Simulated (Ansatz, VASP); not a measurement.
**SiC3: VASP beside Ansatz**

INCAR

```
SYSTEM = SiC3
ALGO     = Normal         ! electronic algorithm
EDIFF    = 1E-7           ! SCF threshold, eV
ENCUT    = 520            ! plane-wave cutoff, eV
GGA      = PE             ! functional
ISIF     = 2              ! what is computed and relaxed
ISMEAR   = 0              ! smearing method
LASPH    = .TRUE.         ! aspherical terms in the spheres
LCHARG   = .TRUE.         ! write CHGCAR
LELF     = .TRUE.         ! ELF
LREAL    = .FALSE.        ! projectors in reciprocal space
LVHAR    = .TRUE.       
LWAVE    = .FALSE.        ! write WAVECAR
NBANDS   = 16             ! bands
NELM     = 100            ! most SCF steps
PREC     = Accurate       ! precision mode
SIGMA    = 0.01           ! smearing width, eV
```

KPOINTS

```
k-points
0
G
  8 8 6
  0 0 0
```

POSCAR

```
SiC3
1.0
    2.8026294781      0.0000000000      0.0000000000
    0.0000000000      2.8026294781      0.0000000000
    0.0000000000      0.0000000000      4.1120376138
C Si
3 1
Direct
    0.5000000000      0.0000000000      0.7880665833
    0.5000000000      0.5000000000      0.0000000000
    0.0000000000      0.5000000000      0.2119334167
    0.0000000000      0.0000000000      0.5000000000
```

Input for Ansatz:

```yaml
crystal:
  lattice:
    - [2.8026294781, 0.0, 0.0]
    - [0.0, 2.8026294781, 0.0]
    - [0.0, 0.0, 4.1120376138]
  atoms:
    - { symbol: C, position: [0.5, 0.0, 0.7880665833] }
    - { symbol: C, position: [0.5, 0.5, 0.0] }
    - { symbol: C, position: [0.0, 0.5, 0.2119334167] }
    - { symbol: Si, position: [0.0, 0.0, 0.5] }
kpoints:
  mp_grid: { grid: [8, 8, 6] }
hamiltonian:
  xc: pbe
scf:
  occupations: { method: fixed }
  n_extra_bands: 5
output:
  forces: true
  stress: true
  eigenvalues: true
```

Alike in both runs: task single point; functional PBE; k mesh 8 × 8 × 6; no spin polarisation.

|  | VASP | Ansatz |
| --- | --- | --- |
| version | VASP 6.6.1 | Ansatz 0.2.0 |
| potentials or method | VASP PAW PBE potentials, release 64 (C, Si) | plane waves, PAW |
| plane-wave cutoff (eV) | 520 | 420 |
| occupations | gaussian, width 0.01 eV | fixed |
| valence electrons in the cell | 16 | 16 |

|  | VASP | Ansatz | Ansatz less VASP |
| --- | --- | --- | --- |
| gap on the k mesh at the Fermi level (eV) | 1.46 | 1.46 | +0.005 |
| pressure (GPa) | 0.0 | 0.0 | -0.02 |
| traceless stress, the component that is largest in VASP (GPa) | -0.07 | 0.00 | +0.077 |
| rms of the force components (eV/Å) | 0.007 | 0.000 | -0.0064 |

Atom by atom the forces differ by 0.007 eV/Å (rms over components).
